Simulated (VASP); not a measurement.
Input of a VASP 6.6.1 run:

The input INCAR:

```
SYSTEM = Ga
ALGO = Normal ; EDIFF = 1E-7
ENCUT = 520 ; GGA = PE
ISIF = 2 ; ISMEAR = -1
LASPH = .True. ; LCHARG = .False.
LREAL = .False. ; LWAVE = .False.
NBANDS = 12 ; NELM = 80
PREC = Accurate ; SIGMA = 0.05
```

File KPOINTS:

```
k-points
0
Gamma
  17 17 15
  0 0 0
```

The input POSCAR:

```
Ga
1.0
    2.8114625183      0.0000000000      0.0000000000
   -1.4057312591      2.4347979626      0.0000000000
    0.0000000000      0.0000000000      2.6893005720
Ga
1
Direct
    0.0000000000      0.0000000000      0.0000000000
```

Potentials or basis: VASP PAW PBE potentials, release 64 (Ga_d).

Run with:

```bash
$ cat potpaw_PBE.64/Ga_d/POTCAR > POTCAR
$ mpirun -np 1 vasp_std > vasp.out
```

**Question.** Estimate the pressure.

**Answer.** 3.0 GPa.

**Question.** What does it give for the band gap on the k mesh?

**Answer.** Zero (an odd number of electrons rules out a gap without spin polarisation).
